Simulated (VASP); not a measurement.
# Mg3ScN2 (Immm) in VASP: single point with PBE

Aim: the single point of Mg3ScN2 with PBE.

All numbers are computed with VASP 6.6.1; they aren't measurements. Logs are shortened: lines on timing, memory, paths and dates and some standing lists are left out, and cuts for length are marked.

**1. The cell of the first run**

The structure is orthorhombic, space group Immm (No. 71). Conventional cell: a = 2.983 Å, b = 4.247 Å, c = 9.267 Å, α = 90.00°, β = 90.00°, γ = 90.00°. Mg (site symmetry mmm) has 4 N at 2.12 Å and 2 Sc at 2.12 Å within 2.8 Å. Within 2.8 Å of Mg (site symmetry mm2) lie 4 N at 2.11 to 2.13 Å and 2 Sc at 2.21 Å. Within 2.8 Å of Sc (site symmetry mmm) lie 6 Mg at 2.12 to 2.21 Å. N (site symmetry mm2) has 6 Mg at 2.11 to 2.13 Å within 2.8 Å.

The cell was built from a structure type or drawn by symmetry, and may not be a known phase.

**2. Single point, PBE, collinear spin, ferromagnetic start**

File INCAR:

```
PREC = Accurate
ENCUT = 600
EDIFF = 1E-6
ISMEAR = 0
SIGMA = 0.1
LREAL = False
LASPH = True
NELM = 200
ALGO = Normal
ISIF = 2
LWAVE = False
LCHARG = True
ISPIN = 2
MAGMOM = 0 0 0 0 1 1
LORBIT = 11
LMAXMIX = 4
GGA = PE
LELF = True
LVHAR = True
NBANDS = 26
GGA_COMPAT = False
```

File KPOINTS:

```
regular mesh
0
Gamma
  8 8 8
```

File POSCAR:

```
Mg3ScN2
1.0
   -1.4913144500      2.1233557900      4.6332673600
    1.4913144500     -2.1233557900      4.6332673600
    1.4913144500      2.1233557900     -4.6332673600
Mg Sc N
3 1 2
Direct
    0.5000000000      0.0000000000      0.5000000000
    0.1764433500      0.6764433500      0.5000000000
    0.8235566500      0.3235566500      0.5000000000
    0.0000000000      0.0000000000      0.0000000000
    0.6623618800      0.6623618800      0.0000000000
    0.3376381200      0.3376381200      0.0000000000
```

Potentials or basis: VASP PAW PBE potentials, release 64 (Mg, Sc_sv, N).

Started as:

```
$ cat potpaw_PBE.64/Mg/POTCAR potpaw_PBE.64/Sc_sv/POTCAR potpaw_PBE.64/N/POTCAR > POTCAR
$ mpirun -np 1 vasp_std > vasp.out
```

OUTCAR:

```text
PREC = Accurate
   ENCUT = 600
   EDIFF = 1E-6
   ISMEAR = 0
   LREAL = False
   LASPH = True
   NELM = 200
   ISIF = 2
   ISPIN = 2
   LORBIT = 11
   GGA = PE

 ion  position               nearest neighbor table
   1  0.500  0.000  0.500-   6 2.12   5 2.12   5 2.12   6 2.12   4 2.12   4 2.12   3 3.00   2 3.00
                             3 3.07   2 3.07   2 3.07   3 3.07   2 3.07   3 3.07   2 3.07   3 3.07
   2  0.176  0.676  0.500-   6 2.11   6 2.11   5 2.13   5 2.13   4 2.21   4 2.21   3 2.93   3 2.93
                             3 2.93   3 2.93   1 3.00   1 3.07   1 3.07   1 3.07   1 3.07   3 3.27
   3  0.824  0.324  0.500-   5 2.11   5 2.11   6 2.13   6 2.13   4 2.21   4 2.21   2 2.93   2 2.93
                             2 2.93   2 2.93   1 3.00   1 3.07   1 3.07   1 3.07   1 3.07   2 3.27
   4  0.000  0.000  0.000-   1 2.12   1 2.12   3 2.21   2 2.21   3 2.21   2 2.21
   5  0.662  0.662  0.000-   3 2.11   3 2.11   1 2.12   1 2.12   2 2.13   2 2.13
   6  0.338  0.338  0.000-   2 2.11   2 2.11   1 2.12   1 2.12   3 2.13   3 2.13

  LATTYP: Found a body centered orthorhombic cell.
 ALAT       =     2.9826289000
 B/A-ratio  =     1.4238149372
 C/A-ratio  =     3.1068346183

  Lattice vectors:

 A1 = (  -1.4913144500,   2.1233557900,   4.6332673600)
 A2 = (   1.4913144500,  -2.1233557900,   4.6332673600)
 A3 = (   1.4913144500,   2.1233557900,  -4.6332673600)

Analysis of symmetry for initial positions (statically):
=====================================================================
 Subroutine PRICEL returns:
 Original cell was already a primitive cell.

 Routine SETGRP: Setting up the symmetry group for a
 body centered orthorhombic supercell.

 Subroutine GETGRP returns: Found  8 space group operations
 (whereof  8 operations were pure point group operations)
 out of a pool of  8 trial point group operations.

The static configuration has the point symmetry D_2h.

Analysis of symmetry for dynamics (positions and initial velocities):
=====================================================================
 Subroutine PRICEL returns:
 Original cell was already a primitive cell.

 Routine SETGRP: Setting up the symmetry group for a
 body centered orthorhombic supercell.

 Subroutine GETGRP returns: Found  8 space group operations
 (whereof  8 operations were pure point group operations)
 out of a pool of  8 trial point group operations.

The dynamic configuration has the point symmetry D_2h.

Analysis of structural, dynamic, and magnetic symmetry:
=====================================================================
 Subroutine PRICEL returns:
 Original cell was already a primitive cell.

 Routine SETGRP: Setting up the symmetry group for a
 body centered orthorhombic supercell.

 Subroutine GETGRP returns: Found  8 space group operations
 (whereof  8 operations were pure point group operations)
 out of a pool of  8 trial point group operations.

The overall configuration has the point symmetry D_2h.

 Subroutine INISYM returns: Found  8 space group operations
 (whereof  8 operations are pure point group operations),
 and found     1 'primitive' translations

----------------------------------------------------------------------------------------

                                     Primitive cell

  volume of cell :      58.6867

  direct lattice vectors                    reciprocal lattice vectors
    -1.491314450  2.123355790  4.633267360     0.000000000  0.235476316  0.107915206
     1.491314450 -2.123355790  4.633267360     0.335274697  0.000000000  0.107915206
     1.491314450  2.123355790 -4.633267360     0.335274697  0.235476316  0.000000000

  length of vectors
     5.310350744  5.310350744  5.310350744     0.259026615  0.352214159  0.409705038

  position of ions in fractional coordinates (direct lattice)
     0.500000000  0.000000000  0.500000000
     0.176443350  0.676443350  0.500000000
     0.823556650  0.323556650  0.500000000
     0.000000000  0.000000000  0.000000000
     0.662361880  0.662361880  0.000000000
     0.337638120  0.337638120  0.000000000

  ion indices of the primitive-cell ions
   primitive index   ion index
                 1           1
                 2           2
                 3           3
                 4           4
                 5           5
                 6           6

----------------------------------------------------------------------------------------

 KPOINTS: regular mesh

Automatic generation of k-mesh.
 Grid dimensions read from file:
 generate k-points for:    8    8    8

 Generating k-lattice:

  Cartesian coordinates                     Fractional coordinates (reciprocal lattice)
     0.000000000  0.029434540  0.013489401     0.125000000  0.000000000 -0.000000000
     0.041909337  0.000000000  0.013489401     0.000000000  0.125000000  0.000000000
     0.041909337  0.029434540  0.000000000    -0.000000000  0.000000000  0.125000000

  Length of vectors
     0.032378327  0.044026770  0.051213130

  Shift w.r.t. Gamma in fractional coordinates (k-lattice)
     0.000000000  0.000000000  0.000000000

 Subroutine IBZKPT returns following result:
 ===========================================

 Found     95 irreducible k-points:

 Following reciprocal coordinates:
            Coordinates               Weight
  0.000000  0.000000  0.000000      1.000000
  0.125000  0.000000  0.000000      4.000000
  0.250000  0.000000  0.000000      4.000000
  0.375000 -0.000000  0.000000      4.000000
  0.500000  0.000000  0.000000      2.000000
  0.000000  0.125000  0.000000      4.000000
[... 16 lines left out ...]
  0.125000  0.375000  0.000000      8.000000
  0.250000  0.375000  0.000000      8.000000
 [... further k-points ...]
   k-points           NKPTS =     95   k-points in BZ     NKDIM =     95   number of bands    NBANDS=     26
   number of dos      NEDOS =    301   number of ions     NIONS =      6
   total plane-waves  NPLWV =  74088
   dimension x,y,z NGX =    42 NGY =   42 NGZ =   42
   dimension x,y,z NGXF=    84 NGYF=   84 NGZF=   84
   ions per type =               3   1   2
   NGX,Y,Z   is equivalent  to a cutoff of  13.15, 13.15, 13.15 a.u.
   NGXF,Y,Z  is equivalent  to a cutoff of  26.30, 26.30, 26.30 a.u.
 SYSTEM =  unknown system
   PREC   = accura    normal or accurate (medium, high low for compatibility)
   ISTART =      0    job   : 0-new  1-cont  2-samecut
   ICHARG =      2    charge: 1-file 2-atom 10-const
   ISPIN  =      2    spin polarized calculation?
   LNONCOLLINEAR =      F non collinear calculations
   LSORBIT =      F    spin-orbit coupling
   LASPH  =      T    aspherical Exc in radial PAW
   ENCUT  =  600.0 eV  44.10 Ry    6.64 a.u.  10.61 10.61 10.61*2*pi/ulx,y,z
   NELM   =    200;   NELMIN=  2; NELMDL= -5     # of ELM steps
   EDIFF  = 0.1E-05   stopping-criterion for ELM
   LREAL  =      F    real-space projection
   EDIFFG = 0.1E-04   stopping-criterion for IOM
   NSW    =      0    number of steps for IOM
   IBRION =     -1    ionic relax: 0-MD 1-quasi-New 2-CG
   NFREE  =      0    steps in history (QN), initial steepest desc. (CG)
   ISIF   =      2    stress and relaxation
   ISYM   =      2    0-nonsym 1-usesym 2-fastsym
   POTIM  = 0.5000    time-step for ionic-motion
   TEBEG  =    0.0;   TEEND  =   0.0 temperature during run
   PSTRESS=    0.0 pullay stress
   NELECT =      27.0000    total number of electrons
   NUPDOWN=      -1.0000    fix difference up-down
   EMIN   =  10.00;   EMAX   =-10.00  energy-range for DOS
   EFERMI =   0.00;   METHOD = LEGACY
   ISMEAR =     0;   SIGMA  =   0.10  broadening in eV -4-tet -1-fermi 0-gaus
   EFERMI_NEDOS =   21; number of points for ismear=-14 and -15
   IALGO  =     38    algorithm
   IMIX   =      4    mixing-type and parameters
     AMIX     =   0.40;   BMIX     =  1.00
     AMIX_MAG =   1.60;   BMIX_MAG =  1.00
  volume/ion in A,a.u.               =       9.78        66.01
  Fermi-wavevector in a.u.,A,eV,Ry     =   1.263813  2.388261 21.731557  1.597224
  Thomas-Fermi vector in A             =   2.397151
   LORBIT       =     11    0 simple, 1 ext, 2 COOP (PROOUT), +10 PAW based schemes
   GGA     = PE    functional components
   LHFCALC =     F    Hartree Fock is set to
   AEXX    =    0.0000 exact exchange contribution
   IVDW    =     0    specifies the selected vdW correction
   LEPSILON=     F    determine dielectric tensor
   LRPA    =     F    only Hartree local field effects (RPA)
 spin polarized calculation
 Gauss-broadening in eV      SIGMA  =   0.10
  energy-cutoff  :      600.00
  volume of cell :       58.69
 maximum number of plane-waves:      1977
   NGX = 21   NGY = 21   NGZ = 21

 number of electron      26.9999999 magnetization       1.4027544

 Free energy of the ion-electron system (eV)
  ---------------------------------------------------
  ext. energy  EPLUGINS =         0.00000000
  ---------------------------------------------------
  free energy    TOTEN  =       -18.08731936 eV

  energy without entropy =      -18.07038686  energy(sigma->0) =      -18.07885311

 E-fermi :   8.1120     XC(G=0): -11.7416

 val. band max:        8.1116023530   @ k =   0.3750   0.3750   0.1250
 cond. band min:       8.1129906079   @ k =   0.1250   0.3750   0.1250
 fundamental gap:      0.0013882548
 Fermi energy:         8.1120220870

 spin component 1

 k-point     1 :       0.0000    0.0000    0.0000
  band No.  band energies     occupation
      1     -41.3959      1.00000
      2     -20.6343      1.00000
      3     -20.5646      1.00000
      4     -19.8008      1.00000
      5      -8.3387      1.00000
      6      -6.3629      1.00000
[... 17 lines left out ...]
     24      18.9301      0.00000
     25      19.4100      0.00000

 k-point     2 :       0.1250    0.0000    0.0000
  band No.  band energies     occupation
      1     -41.3941      1.00000
      2     -20.6490      1.00000
      3     -20.5652      1.00000
      4     -19.8011      1.00000
      5      -8.2551      1.00000
      6      -6.4371      1.00000
[... 17 lines left out ...]
     24      18.6413      0.00000
     25      19.2416      0.00000
[... 586 lines left out ...]
     24      17.8807      0.00000
     25      18.9955      0.00000

 k-point    24 :       0.2500    0.3750    0.0000
  band No.  band energies     occupation
      1     -41.3320      1.00000
      2     -20.6172      1.00000
      3     -20.5087      1.00000
      4     -20.3199      1.00000
      5      -6.8740      1.00000
      6      -6.4183      1.00000
[... 17 lines left out ...]
     24      18.0612      0.00000
     25      19.2850      0.00000

 [... further k-points ...]

 spin component 2

 k-point     1 :       0.0000    0.0000    0.0000
  band No.  band energies     occupation
      1     -40.6212      1.00000
      2     -19.7617      1.00000
      3     -19.6182      1.00000
      4     -19.1989      1.00000
      5      -8.3032      1.00000
      6      -6.3661      1.00000
[... 17 lines left out ...]
     24      19.4389      0.00000
     25      19.6112      0.00000

 k-point     2 :       0.1250    0.0000    0.0000
  band No.  band energies     occupation
      1     -40.6194      1.00000
      2     -19.7760      1.00000
      3     -19.6188      1.00000
      4     -19.1992      1.00000
      5      -8.2214      1.00000
      6      -6.4384      1.00000
[... 17 lines left out ...]
     24      19.1196      0.00000
     25      19.4799      0.00000
[... 586 lines left out ...]
     24      18.0331      0.00000
     25      19.2841      0.00000

 k-point    24 :       0.2500    0.3750    0.0000
  band No.  band energies     occupation
      1     -40.5556      1.00000
      2     -19.7405      1.00000
      3     -19.7302      1.00000
      4     -19.5615      1.00000
      5      -6.8637      1.00000
      6      -6.4151      1.00000
[... 17 lines left out ...]
     24      18.2687      0.00000
     25      19.5828      0.00000

 [... further k-points ...]

 [bands above 25 left out]

------------------------ aborting loop because EDIFF is reached ----------------------------------------

  FORCE on cell =-STRESS in cart. coord.  units (eV):
  Direction    XX          YY          ZZ          XY          YZ          ZX
  --------------------------------------------------------------------------------------
  -------------------------------------------------------------------------------------
  Total       21.6985508     21.1426539     19.1274618     -0.0000000      0.0000000      0.0000000
  in kB      592.3821482    577.2058613    522.1900305     -0.0000000      0.0000000      0.0000000
  external PRESSURE =     563.9260133 kB  Pullay stress =       0.0000000 kB

 VOLUME and BASIS-vectors are now :
 -----------------------------------------------------------------------------
  energy-cutoff  :      600.00
  volume of cell :       58.69
      direct lattice vectors                 reciprocal lattice vectors
    -1.491314450  2.123355790  4.633267360     0.000000000  0.235476316  0.107915206
     1.491314450 -2.123355790  4.633267360     0.335274697  0.000000000  0.107915206
     1.491314450  2.123355790 -4.633267360     0.335274697  0.235476316  0.000000000

 POSITION                                       TOTAL-FORCE (eV/Angst)
 -----------------------------------------------------------------------------------
      0.00000      2.12336      0.00000        -0.000000      0.000000      0.000000
      1.49131      0.00000      1.63502         0.000000     -0.000000      6.618896
      0.00000      2.12336      2.99825        -0.000000      0.000000     -6.618896
      0.00000      0.00000      0.00000        -0.000000      0.000000     -0.000000
      0.00000      0.00000      6.13780         0.000000     -0.000000     -1.095666
      0.00000      0.00000      3.12874        -0.000000      0.000000      1.095666
 -----------------------------------------------------------------------------------
    total drift:                               -0.000000     -0.000000      0.000000

  FREE ENERGIE OF THE ION-ELECTRON SYSTEM (eV)
  ---------------------------------------------------
  free  energy   TOTEN  =       -18.0873193596 eV

  energy  without entropy=      -18.0703868629  energy(sigma->0) =      -18.07885311

 total charge

# of ion       s       p       d       tot
------------------------------------------
    1        0.236   0.246   0.106   0.588
    2        0.238   0.250   0.100   0.587
    3        0.238   0.250   0.100   0.587
    4        2.280   6.107   2.282  10.669
    5        1.259   2.433   0.000   3.692
    6        1.259   2.433   0.000   3.692
--------------------------------------------------
tot          5.510  11.718   2.587  19.816

 magnetization (x)

# of ion       s       p       d       tot
------------------------------------------
    1        0.029   0.030   0.017   0.076
    2        0.021   0.024   0.012   0.056
    3        0.021   0.024   0.012   0.056
    4        0.030   0.018   1.049   1.097
    5        0.013  -0.014   0.000  -0.001
    6        0.013  -0.014   0.000  -0.001
--------------------------------------------------
tot          0.127   0.067   1.090   1.284
```

Run time: 24 min. Hardware: 1 thread of Intel Xeon 8259CL, shared host; peak memory 0.52 GiB.

What came out:

| Item | Value |
| --- | --- |
| Free energy | -18.0873 eV |
| Pressure | 56.4 GPa |
| Largest force | 6.619 eV/Å |
| Net moment | 1.40 μB per cell |
| Site moments | Mg +0.08, +0.06 (each value once); Sc +1.10; N -0.00 μB |
| Valence electrons inside the program's atomic spheres | Mg 0.59; Sc 10.67; N 3.69 |

Forces on the atoms (eV/Å):
```
Mg   0.000  0.000  0.000
Mg   0.000  0.000  6.619
Mg   0.000  0.000 -6.619
Sc   0.000  0.000  0.000
N    0.000  0.000 -1.096
N    0.000  0.000  1.096
```

Stress tensor (GPa, compression positive):
```
59.24  0.00  0.00
 0.00 57.72  0.00
 0.00  0.00 52.22
```

Caveat: the cell stands under pressure; forces of over 1 eV/Å act on the atoms, so gaps and moduli don't describe the material at rest.
